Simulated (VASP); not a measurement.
# Gd (Im-3m) in VASP: notebook

Gd is run at these levels: PBE; tasks: single point.

All numbers are computed with VASP 6.6.1; they aren't measurements. Logs are shortened: lines on timing, memory, paths and dates and some standing lists are left out, and cuts for length are marked.

## Step 1: The cell of the first run

Symmetry: Im-3m, No. 229, cubic system. The conventional cell has a = 3.797 Å, b = 3.797 Å, c = 3.797 Å, α = 90.00°, β = 90.00°, γ = 90.00°. Gd (site symmetry m-3m) has 14 Gd at 3.29 to 3.80 Å within 4.3 Å.

This isn't the form of Gd at room conditions, which is hcp.

## Step 2: Single point, PBE, collinear spin, ferromagnetic start

File INCAR:

```
SYSTEM = Gd
PREC     = Accurate       ! precision mode
ENCUT    = 520            ! plane-wave cutoff, eV
EDIFF    = 1E-7           ! SCF threshold, eV
ISMEAR   = -1             ! smearing method
SIGMA    = 0.1            ! smearing width, eV
LREAL    = .FALSE.        ! projectors in reciprocal space
LASPH    = .TRUE.         ! aspherical terms in the spheres
NELM     = 150            ! most SCF steps
ALGO     = Normal         ! electronic algorithm
ISIF     = 2              ! what is computed and relaxed
LWAVE    = .FALSE.        ! write WAVECAR
LCHARG   = .FALSE.        ! write CHGCAR
ISPIN    = 2              ! spin polarisation
MAGMOM   = 7              ! initial moments
LORBIT   = 11             ! projections on sites
LMAXMIX  = 6              ! l up to which the mixer works
GGA      = PE             ! functional
NBANDS   = 19             ! bands
```

File KPOINTS:

```
regular mesh
0
G
  14 14 14
  0 0 0
```

File POSCAR:

```
Gd
1.0
   -1.8985158829      1.8985158829      1.8985158829
    1.8985158829     -1.8985158829      1.8985158829
    1.8985158829      1.8985158829     -1.8985158829
Gd
1
Direct
    0.0000000000      0.0000000000      0.0000000000
```

Potentials or basis: VASP PAW PBE potentials, release 64 (Gd).

Run with:

```console
> cat potpaw_PBE.64/Gd/POTCAR > POTCAR
> mpirun -np 1 vasp_std > vasp.out
```

OUTCAR:

```text
SYSTEM = Gd
   PREC = Accurate
   ENCUT = 520
   EDIFF = 1E-7
   ISMEAR = -1
   LREAL = .FALSE.
   LASPH = .TRUE.
   NELM = 150
   ISIF = 2
   ISPIN = 2
   LORBIT = 11
   GGA = PE

 ion  position               nearest neighbor table
   1  0.000  0.000  0.000-

  LATTYP: Found a body centered cubic cell.
 ALAT       =     3.7970317658

  Lattice vectors:

 A1 = (  -1.8985158829,   1.8985158829,   1.8985158829)
 A2 = (   1.8985158829,  -1.8985158829,   1.8985158829)
 A3 = (   1.8985158829,   1.8985158829,  -1.8985158829)

Analysis of symmetry for initial positions (statically):
=====================================================================
 Subroutine PRICEL returns:
 Original cell was already a primitive cell.

 Routine SETGRP: Setting up the symmetry group for a
 body centered cubic supercell.

 Subroutine GETGRP returns: Found 48 space group operations
 (whereof 48 operations were pure point group operations)
 out of a pool of 48 trial point group operations.

The static configuration has the point symmetry O_h .

Analysis of symmetry for dynamics (positions and initial velocities):
=====================================================================
 Subroutine PRICEL returns:
 Original cell was already a primitive cell.

 Routine SETGRP: Setting up the symmetry group for a
 body centered cubic supercell.

 Subroutine GETGRP returns: Found 48 space group operations
 (whereof 48 operations were pure point group operations)
 out of a pool of 48 trial point group operations.

The dynamic configuration has the point symmetry O_h .

Analysis of structural, dynamic, and magnetic symmetry:
=====================================================================
 Subroutine PRICEL returns:
 Original cell was already a primitive cell.

 Routine SETGRP: Setting up the symmetry group for a
 body centered cubic supercell.

 Subroutine GETGRP returns: Found 48 space group operations
 (whereof 48 operations were pure point group operations)
 out of a pool of 48 trial point group operations.

The overall configuration has the point symmetry O_h .

 Subroutine INISYM returns: Found 48 space group operations
 (whereof 48 operations are pure point group operations),
 and found     1 'primitive' translations

----------------------------------------------------------------------------------------

                                     Primitive cell

  volume of cell :      27.3718

  direct lattice vectors                    reciprocal lattice vectors
    -1.898515883  1.898515883  1.898515883     0.000000000  0.263363612  0.263363612
     1.898515883 -1.898515883  1.898515883     0.263363612  0.000000000  0.263363612
[... 100 lines left out ...]
   IALGO  =     38    algorithm
   IMIX   =      4    mixing-type and parameters
     AMIX     =   0.40;   BMIX     =  1.00
     AMIX_MAG =   1.60;   BMIX_MAG =  1.00
  volume/ion in A,a.u.               =      27.37       184.71
  Fermi-wavevector in a.u.,A,eV,Ry     =   1.423633  2.690277 27.575355  2.026731
  Thomas-Fermi vector in A             =   2.544210
   LORBIT       =     11    0 simple, 1 ext, 2 COOP (PROOUT), +10 PAW based schemes
   GGA     = PE    functional components
   LHFCALC =     F    Hartree Fock is set to
   AEXX    =    0.0000 exact exchange contribution
   IVDW    =     0    specifies the selected vdW correction
   LEPSILON=     F    determine dielectric tensor
   LRPA    =     F    only Hartree local field effects (RPA)
 spin polarized calculation
  energy-cutoff  :      520.00
  volume of cell :       27.37
 maximum number of plane-waves:       747
   NGX = 13   NGY = 13   NGZ = 13

 number of electron      17.9999989 magnetization       7.5606281

 Free energy of the ion-electron system (eV)
  ---------------------------------------------------
  ext. energy  EPLUGINS =         0.00000000
  ---------------------------------------------------
  free energy    TOTEN  =       -11.49941336 eV

  energy without entropy =      -11.44666297  energy(sigma->0) =      -11.47303816

 E-fermi :   3.9408     XC(G=0): -10.8481

 val. band max:        3.9387184040   @ k =  -0.2857   0.5000   0.0714
 cond. band min:       3.9448735426   @ k =   0.2857   0.2857   0.1429
 fundamental gap:      0.0061551385
 Fermi energy:         3.9407608867

 spin component 1

 k-point     1 :       0.0000    0.0000    0.0000
  band No.  band energies     occupation
      1     -41.0713      1.00000
      2     -17.8484      1.00000
      3     -17.8484      1.00000
      4     -17.8484      1.00000
      5      -1.3494      1.00000
      6      -0.6973      1.00000
[... 517 lines left out ...]
     18      13.8841      0.00000
     19      15.1237      0.00000

 [... further k-points ...]

 spin component 2

 k-point     1 :       0.0000    0.0000    0.0000
  band No.  band energies     occupation
      1     -37.8490      1.00000
      2     -15.4214      1.00000
      3     -15.4214      1.00000
      4     -15.4214      1.00000
      5      -0.3958      1.00000
      6       4.5301      0.00275
[... 517 lines left out ...]
     18      15.3585      0.00000
     19      16.5217      0.00000

 [... further k-points ...]

------------------------ aborting loop because EDIFF is reached ----------------------------------------

  FORCE on cell =-STRESS in cart. coord.  units (eV):
  Direction    XX          YY          ZZ          XY          YZ          ZX
  --------------------------------------------------------------------------------------
  -------------------------------------------------------------------------------------
  Total        1.5209988      1.5209988      1.5209988      0.0000000     -0.0000000      0.0000000
  in kB       89.0300793     89.0300793     89.0300793      0.0000000     -0.0000000      0.0000000
  external PRESSURE =      89.0300793 kB  Pullay stress =       0.0000000 kB

 VOLUME and BASIS-vectors are now :
 -----------------------------------------------------------------------------
  energy-cutoff  :      520.00
  volume of cell :       27.37
      direct lattice vectors                 reciprocal lattice vectors
    -1.898515883  1.898515883  1.898515883     0.000000000  0.263363612  0.263363612
     1.898515883 -1.898515883  1.898515883     0.263363612  0.000000000  0.263363612
     1.898515883  1.898515883 -1.898515883     0.263363612  0.263363612  0.000000000

 POSITION                                       TOTAL-FORCE (eV/Angst)
 -----------------------------------------------------------------------------------
      0.00000      0.00000      0.00000         0.000000     -0.000000      0.000000
 -----------------------------------------------------------------------------------
    total drift:                               -0.000000      0.000000      0.000000

  FREE ENERGIE OF THE ION-ELECTRON SYSTEM (eV)
  ---------------------------------------------------
  free  energy   TOTEN  =       -11.4994133612 eV

  energy  without entropy=      -11.4466629670  energy(sigma->0) =      -11.47303816

 total charge

# of ion       s       p       d       f       tot
--------------------------------------------------
    1        2.083   5.548   0.703   6.975  15.309

 magnetization (x)

# of ion       s       p       d       f       tot
--------------------------------------------------
    1        0.004  -0.055   0.250   6.805   7.004
```

stdout:

```text
POSCAR found type information on POSCAR Gd
 POSCAR found :  1 types and       1 ions
 scaLAPACK will be used
 LDA part: xc-table for (Slater+PW92), standard interpolation
 POSCAR, INCAR and KPOINTS ok, starting setup
 FFT: planning ... GRIDC
 FFT: planning ... GRID_SOFT
 FFT: planning ... GRID
 WAVECAR not read
 entering main loop
```

It took 4.5 min on 1 thread of AMD EPYC 7R43 (Zen 3), shared host; peak memory 0.18 GiB.

What came out:

```
Free energy                                           : -11.4994 eV
Pressure                                              : 8.9 GPa
Net moment                                            : 7.56 μB per cell
Site moments                                          : Gd +7.00 μB
Valence electrons inside the program's atomic spheres : Gd 15.31
```

Caveat: the cell stands under pressure; spin-orbit coupling is left out, which moves the levels of the heavy elements; semilocal functionals describe open f shells poorly, which spoils levels, moments and volumes. The state reached can hang on the start; a lower one may exist.

## Step 3: Single point, PBE, collinear spin, ferromagnetic start

File INCAR:

```
ALGO = Normal
EDIFF = 1E-7
ENCUT = 520
GGA = PE
ISIF = 2
ISMEAR = -1
ISPIN = 2
LASPH = T
LCHARG = F
LMAXMIX = 6
LORBIT = 11
LREAL = F
LWAVE = F
MAGMOM = 7
NBANDS = 19
NELM = 150
PREC = Accurate
SIGMA = 0.1
```

File KPOINTS:

```
k-points
0
Gamma
  14 14 14
```

POSCAR is that of step 2.

Potentials or basis: VASP PAW PBE potentials, release 64 (Gd).

Run with:

```console
> cat potpaw_PBE.64/Gd/POTCAR > POTCAR
> mpirun -np 1 vasp_std > vasp.out
```

OUTCAR:

```text
EDIFF = 1E-7
   ENCUT = 520
   GGA = PE
   ISIF = 2
   ISMEAR = -1
   ISPIN = 2
   LASPH = T
   LORBIT = 11
   LREAL = F
   NELM = 150
   PREC = Accurate

 ion  position               nearest neighbor table
   1  0.000  0.000  0.000-

  LATTYP: Found a body centered cubic cell.
 ALAT       =     3.7970317658

  Lattice vectors:

 A1 = (  -1.8985158829,   1.8985158829,   1.8985158829)
 A2 = (   1.8985158829,  -1.8985158829,   1.8985158829)
 A3 = (   1.8985158829,   1.8985158829,  -1.8985158829)

Analysis of symmetry for initial positions (statically):
=====================================================================
 Subroutine PRICEL returns:
 Original cell was already a primitive cell.

 Routine SETGRP: Setting up the symmetry group for a
 body centered cubic supercell.

 Subroutine GETGRP returns: Found 48 space group operations
 (whereof 48 operations were pure point group operations)
 out of a pool of 48 trial point group operations.

The static configuration has the point symmetry O_h .

Analysis of symmetry for dynamics (positions and initial velocities):
=====================================================================
 Subroutine PRICEL returns:
 Original cell was already a primitive cell.

 Routine SETGRP: Setting up the symmetry group for a
 body centered cubic supercell.

 Subroutine GETGRP returns: Found 48 space group operations
 (whereof 48 operations were pure point group operations)
 out of a pool of 48 trial point group operations.

The dynamic configuration has the point symmetry O_h .

Analysis of structural, dynamic, and magnetic symmetry:
=====================================================================
 Subroutine PRICEL returns:
 Original cell was already a primitive cell.

 Routine SETGRP: Setting up the symmetry group for a
 body centered cubic supercell.

 Subroutine GETGRP returns: Found 48 space group operations
 (whereof 48 operations were pure point group operations)
 out of a pool of 48 trial point group operations.

The overall configuration has the point symmetry O_h .

 Subroutine INISYM returns: Found 48 space group operations
 (whereof 48 operations are pure point group operations),
 and found     1 'primitive' translations

----------------------------------------------------------------------------------------

                                     Primitive cell

  volume of cell :      27.3718

  direct lattice vectors                    reciprocal lattice vectors
    -1.898515883  1.898515883  1.898515883     0.000000000  0.263363612  0.263363612
     1.898515883 -1.898515883  1.898515883     0.263363612  0.000000000  0.263363612
     1.898515883  1.898515883 -1.898515883     0.263363612  0.263363612  0.000000000

  length of vectors
     3.288325968  3.288325968  3.288325968     0.372452392  0.372452392  0.372452392

  position of ions in fractional coordinates (direct lattice)
     0.000000000  0.000000000  0.000000000

  ion indices of the primitive-cell ions
   primitive index   ion index
                 1           1

----------------------------------------------------------------------------------------

[... 52 lines left out ...]
   number of dos      NEDOS =    301   number of ions     NIONS =      1
   total plane-waves  NPLWV =  13824
   dimension x,y,z NGX =    24 NGY =   24 NGZ =   24
   dimension x,y,z NGXF=    48 NGYF=   48 NGZF=   48
   ions per type =               1
   NGX,Y,Z   is equivalent  to a cutoff of  12.13, 12.13, 12.13 a.u.
   NGXF,Y,Z  is equivalent  to a cutoff of  24.27, 24.27, 24.27 a.u.
 SYSTEM =  unknown system
   PREC   = accura    normal or accurate (medium, high low for compatibility)
   ISTART =      0    job   : 0-new  1-cont  2-samecut
   ICHARG =      2    charge: 1-file 2-atom 10-const
   ISPIN  =      2    spin polarized calculation?
   LNONCOLLINEAR =      F non collinear calculations
   LSORBIT =      F    spin-orbit coupling
   LASPH  =      T    aspherical Exc in radial PAW
   ENCUT  =  520.0 eV  38.22 Ry    6.18 a.u.   6.11  6.11  6.11*2*pi/ulx,y,z
   NELM   =    150;   NELMIN=  2; NELMDL= -5     # of ELM steps
   EDIFF  = 0.1E-06   stopping-criterion for ELM
   LREAL  =      F    real-space projection
   EDIFFG = 0.1E-05   stopping-criterion for IOM
   NSW    =      0    number of steps for IOM
   IBRION =     -1    ionic relax: 0-MD 1-quasi-New 2-CG
   NFREE  =      0    steps in history (QN), initial steepest desc. (CG)
   ISIF   =      2    stress and relaxation
   ISYM   =      2    0-nonsym 1-usesym 2-fastsym
   POTIM  = 0.5000    time-step for ionic-motion
   TEBEG  =    0.0;   TEEND  =   0.0 temperature during run
   PSTRESS=    0.0 pullay stress
   NELECT =      18.0000    total number of electrons
   NUPDOWN=      -1.0000    fix difference up-down
   EMIN   =  10.00;   EMAX   =-10.00  energy-range for DOS
   EFERMI =   0.00;   METHOD = LEGACY
   ISMEAR =    -1;   SIGMA  =   0.10  broadening in eV -4-tet -1-fermi 0-gaus
   EFERMI_NEDOS =   21; number of points for ismear=-14 and -15
   IALGO  =     38    algorithm
   IMIX   =      4    mixing-type and parameters
     AMIX     =   0.40;   BMIX     =  1.00
     AMIX_MAG =   1.60;   BMIX_MAG =  1.00
  volume/ion in A,a.u.               =      27.37       184.71
  Fermi-wavevector in a.u.,A,eV,Ry     =   1.423633  2.690277 27.575355  2.026731
  Thomas-Fermi vector in A             =   2.544210
   LORBIT       =     11    0 simple, 1 ext, 2 COOP (PROOUT), +10 PAW based schemes
   GGA     = PE    functional components
   LHFCALC =     F    Hartree Fock is set to
   AEXX    =    0.0000 exact exchange contribution
   IVDW    =     0    specifies the selected vdW correction
   LEPSILON=     F    determine dielectric tensor
   LRPA    =     F    only Hartree local field effects (RPA)
 spin polarized calculation
  energy-cutoff  :      520.00
  volume of cell :       27.37
 maximum number of plane-waves:       747
   NGX = 13   NGY = 13   NGZ = 13

 number of electron      17.9999989 magnetization       7.5606281

 Free energy of the ion-electron system (eV)
  ---------------------------------------------------
  ext. energy  EPLUGINS =         0.00000000
  ---------------------------------------------------
  free energy    TOTEN  =       -11.49941336 eV

  energy without entropy =      -11.44666297  energy(sigma->0) =      -11.47303816

 E-fermi :   3.9408     XC(G=0): -10.8481

 val. band max:        3.9387184040   @ k =  -0.2857   0.5000   0.0714
 cond. band min:       3.9448735426   @ k =   0.2857   0.2857   0.1429
 fundamental gap:      0.0061551385
 Fermi energy:         3.9407608867

 spin component 1

 k-point     1 :       0.0000    0.0000    0.0000
  band No.  band energies     occupation
      1     -41.0713      1.00000
      2     -17.8484      1.00000
      3     -17.8484      1.00000
      4     -17.8484      1.00000
      5      -1.3494      1.00000
      6      -0.6973      1.00000
[... 517 lines left out ...]
     18      13.8841      0.00000
     19      15.1237      0.00000

 [... further k-points ...]

 spin component 2

 k-point     1 :       0.0000    0.0000    0.0000
  band No.  band energies     occupation
      1     -37.8490      1.00000
      2     -15.4214      1.00000
      3     -15.4214      1.00000
      4     -15.4214      1.00000
      5      -0.3958      1.00000
      6       4.5301      0.00275
[... 517 lines left out ...]
     18      15.3585      0.00000
     19      16.5217      0.00000

 [... further k-points ...]

------------------------ aborting loop because EDIFF is reached ----------------------------------------

  FORCE on cell =-STRESS in cart. coord.  units (eV):
  Direction    XX          YY          ZZ          XY          YZ          ZX
  --------------------------------------------------------------------------------------
  -------------------------------------------------------------------------------------
  Total        1.5209988      1.5209988      1.5209988      0.0000000     -0.0000000      0.0000000
  in kB       89.0300793     89.0300793     89.0300793      0.0000000     -0.0000000      0.0000000
  external PRESSURE =      89.0300793 kB  Pullay stress =       0.0000000 kB

 VOLUME and BASIS-vectors are now :
 -----------------------------------------------------------------------------
  energy-cutoff  :      520.00
  volume of cell :       27.37
      direct lattice vectors                 reciprocal lattice vectors
    -1.898515883  1.898515883  1.898515883     0.000000000  0.263363612  0.263363612
     1.898515883 -1.898515883  1.898515883     0.263363612  0.000000000  0.263363612
     1.898515883  1.898515883 -1.898515883     0.263363612  0.263363612  0.000000000

 POSITION                                       TOTAL-FORCE (eV/Angst)
 -----------------------------------------------------------------------------------
      0.00000      0.00000      0.00000         0.000000     -0.000000      0.000000
 -----------------------------------------------------------------------------------
    total drift:                               -0.000000      0.000000      0.000000

  FREE ENERGIE OF THE ION-ELECTRON SYSTEM (eV)
  ---------------------------------------------------
  free  energy   TOTEN  =       -11.4994133612 eV

  energy  without entropy=      -11.4466629670  energy(sigma->0) =      -11.47303816

 total charge

# of ion       s       p       d       f       tot
--------------------------------------------------
    1        2.083   5.548   0.703   6.975  15.309

 magnetization (x)

# of ion       s       p       d       f       tot
--------------------------------------------------
    1        0.004  -0.055   0.250   6.805   7.004
```

Run time: 5.3 min. Hardware: 1 thread of AMD EPYC 7R43 (Zen 3), shared host; peak memory 0.18 GiB.

Results:

```yaml
Free_energy: -11.4994 eV
Pressure: 8.9 GPa
Net_moment: 7.56 μB per cell
Site_moments: Gd +7.00 μB
Valence_electrons_inside_the_program's_atomic_spheres: Gd 15.31
```

Caveat: the cell stands under pressure; spin-orbit coupling is left out, which moves the levels of the heavy elements; semilocal functionals describe open f shells poorly, which spoils levels, moments and volumes.
